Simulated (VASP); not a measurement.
# H2CI2 (Fmm2) in VASP: notebook, part 2 of 2

VASP 6.6.1. Earlier steps stand in the parts before.

## Step 4: Single point, PBEsol

This run uses another cell than the first one, of 21.66 Å³/atom.

INCAR

```
SYSTEM = H2CI2
PREC = Accurate
ENCUT = 600
EDIFF = 1E-6
ISMEAR = 0
SIGMA = 0.1
LREAL = .FALSE.
LASPH = .TRUE.
NELM = 120
ALGO = Normal
ISIF = 2
LWAVE = .FALSE.
LCHARG = .TRUE.
GGA = PS
LELF = .TRUE.
LVHAR = .TRUE.
NBANDS = 18
GGA_COMPAT = .FALSE.
```

KPOINTS

```
Automatic mesh
0
G
  6 6 6
  0 0 0
```

POSCAR

```
H2CI2
1.0
    0.0000000000      6.3430484804      2.3458774250
    3.6392039271      0.0000000000      2.3458774250
    3.6392039271      6.3430484804      0.0000000000
H C I
2 1 2
Direct
    0.7383038603      0.9884763106      0.2616961397
    0.9884763106      0.7383038603      0.0115236894
    0.9941643896      0.9941643896      0.0058356104
    0.3877565951      0.1073188444      0.8926811556
    0.1073188444      0.3877565951      0.6122434049
```

Potentials or basis: VASP PAW PBE potentials, release 64 (H, C, I).

On the command line:

```sh
cat potpaw_PBE.64/H/POTCAR potpaw_PBE.64/C/POTCAR potpaw_PBE.64/I/POTCAR > POTCAR
mpirun -np 1 vasp_std > vasp.out
```

OUTCAR:

```text
SYSTEM = H2CI2
   PREC = Accurate
   ENCUT = 600
   EDIFF = 1E-6
   ISMEAR = 0
   LREAL = .FALSE.
   LASPH = .TRUE.
   NELM = 120
   ISIF = 2
   GGA = PS

 ion  position               nearest neighbor table
   1  0.738  0.988  0.262-   3 1.10
   2  0.988  0.738  0.012-   3 1.10
   3  0.994  0.994  0.006-   1 1.10   2 1.10   4 2.14   5 2.14
   4  0.388  0.107  0.893-   3 2.14   5 3.56
   5  0.107  0.388  0.612-   3 2.14   4 3.56

  LATTYP: Found a face centered orthorhombic cell.
[... 707 lines left out ...]
  --------------------------------------------------------------------------------------
  -------------------------------------------------------------------------------------
  Total        0.0008351     -0.0725172     -0.0174182      0.0000000      0.0000000      0.0000000
  in kB        0.0123536     -1.0727826     -0.2576766      0.0000000      0.0000000      0.0000000
  external PRESSURE =      -0.4393685 kB  Pullay stress =       0.0000000 kB

 VOLUME and BASIS-vectors are now :
 -----------------------------------------------------------------------------
  energy-cutoff  :      600.00
  volume of cell :      108.30
      direct lattice vectors                 reciprocal lattice vectors
     0.000000000  6.343048480  2.345877425    -0.137392685  0.078826451  0.213139866
     3.639203927  0.000000000  2.345877425     0.137392685 -0.078826451  0.213139866
     3.639203927  6.343048480  0.000000000     0.137392685  0.078826451 -0.213139866

 POSITION                                       TOTAL-FORCE (eV/Angst)
 -----------------------------------------------------------------------------------
      4.54963      6.34305      4.05081         0.026641      0.000000     -0.008624
      2.72878      6.34305      4.05081        -0.026641      0.000000     -0.008624
      3.63920      6.34305      4.66438         0.000000      0.000000      0.005419
      3.63920      8.12188      1.16139         0.000000      0.018422      0.005915
      3.63920      4.56422      1.16139         0.000000     -0.018422      0.005915
 -----------------------------------------------------------------------------------
    total drift:                               -0.000001     -0.000002      0.000705

  FREE ENERGIE OF THE ION-ELECTRON SYSTEM (eV)
  ---------------------------------------------------
  free  energy   TOTEN  =       -19.2774888778 eV

  energy  without entropy=      -19.2774888778  energy(sigma->0) =      -19.27748888
```

OSZICAR:

```text
N       E                     dE             d eps       ncg     rms          rms(c)
DAV:   1     0.918242643673E+02    0.91824E+02   -0.84188E+03  1656   0.102E+03
DAV:   2    -0.124672570598E+02   -0.10429E+03   -0.10028E+03  2156   0.155E+02
DAV:   3    -0.207863258477E+02   -0.83191E+01   -0.82667E+01  2092   0.495E+01
DAV:   4    -0.209401147591E+02   -0.15379E+00   -0.15373E+00  2298   0.786E+00
DAV:   5    -0.209426234599E+02   -0.25087E-02   -0.25086E-02  2158   0.872E-01    0.127E+01
DAV:   6    -0.193727080396E+02    0.15699E+01   -0.22341E+00  1944   0.118E+01    0.617E+00
DAV:   7    -0.193147132703E+02    0.57995E-01   -0.10575E+00  1808   0.537E+00    0.353E+00
DAV:   8    -0.192800266766E+02    0.34687E-01   -0.84651E-02  1980   0.169E+00    0.165E+00
DAV:   9    -0.192773561027E+02    0.26706E-02   -0.15770E-02  2150   0.937E-01    0.317E-01
DAV:  10    -0.192773755288E+02   -0.19426E-04   -0.26072E-03  1896   0.337E-01    0.183E-01
DAV:  11    -0.192774396742E+02   -0.64145E-04   -0.36844E-04  2182   0.121E-01    0.699E-02
DAV:  12    -0.192774854068E+02   -0.45733E-04   -0.12615E-04  1822   0.678E-02    0.274E-02
DAV:  13    -0.192774879513E+02   -0.25445E-05   -0.85880E-06  2150   0.196E-02    0.144E-02
DAV:  14    -0.192774888778E+02   -0.92649E-06   -0.30827E-06  1848   0.101E-02
   1 F= -.19277489E+02 E0= -.19277489E+02  d E =-.484990E-12
```

stdout:

```text
POSCAR found type information on POSCAR H C I
 POSCAR found :  3 types and       5 ions
 scaLAPACK will be used
 -----------------------------------------------------------------------------
|                                                                             |
|                                                                             |
|     You enforced a specific xc type in the INCAR file but a different       |
|     I HOPE YOU KNOW WHAT YOU ARE DOING!                                     |
|                                                                             |
 -----------------------------------------------------------------------------

 LDA part: xc-table for (Slater+PW92), standard interpolation
 POSCAR, INCAR and KPOINTS ok, starting setup
 FFT: planning ... GRIDC
 FFT: planning ... GRID_SOFT
 FFT: planning ... GRID
 WAVECAR not read
 entering main loop
```

Run time: 5.3 min. Hardware: 1 thread of Intel Xeon 8259CL, shared host; peak memory 0.39 GiB.

What came out:

```yaml
Free_energy: -19.2775 eV
Pressure: 0.0 GPa
Largest_force: 0.028 eV/Å
Band_gap_on_the_k_mesh: 2.68 eV (least direct gap 2.80 eV)
```

Forces on the atoms (eV/Å):
```
H    0.027  0.000 -0.009
H   -0.027  0.000 -0.009
C    0.000  0.000  0.005
I    0.000  0.018  0.006
I    0.000 -0.018  0.006
```

Caveat: this functional lacks dispersion, which holds the molecules together, so the pressure and a relaxed volume are unreliable; the PAW data sets were made with another functional, which shifts forces and pressure a little; spin-orbit coupling is left out, which moves the levels of the heavy elements. A k mesh can miss the band edges.

## Step 5: The runs side by side

```tsv
cell	smearing	gap on the mesh (eV)	pressure (GPa)	largest force (eV/Å)
a = 6.736, b = 4.324, c = 7.283 Å, angles 65.2, 35.7, 79.1°, 5 atoms, atomic positions A	gaussian 0.02 eV	2.66	0.0	0.03
a = 6.869, b = 4.290, c = 7.387 Å, angles 66.0, 34.8, 79.2°, 5 atoms, atomic positions B	gaussian 0.1 eV	2.86	4.0	3.75
a = 6.763, b = 4.330, c = 7.313 Å, angles 65.3, 35.6, 79.2°, 5 atoms, atomic positions A	gaussian 0.1 eV	2.68	0.0	0.03
```

Alike in all rows: task single point; level PBEsol; potentials or basis VASP PAW PBE potentials, release 64 (H, C, I); no spin polarisation; k mesh 6 × 6 × 6; cutoff (eV) 600.

Caveats: this functional lacks dispersion, which holds the molecules together, so the pressure and a relaxed volume are unreliable; the PAW data sets were made with another functional, which shifts forces and pressure a little; spin-orbit coupling is left out, which moves the levels of the heavy elements; the cell stands under pressure (at least some runs).

Total energies depend on the potentials used, so only differences within one code and one set of settings carry meaning.
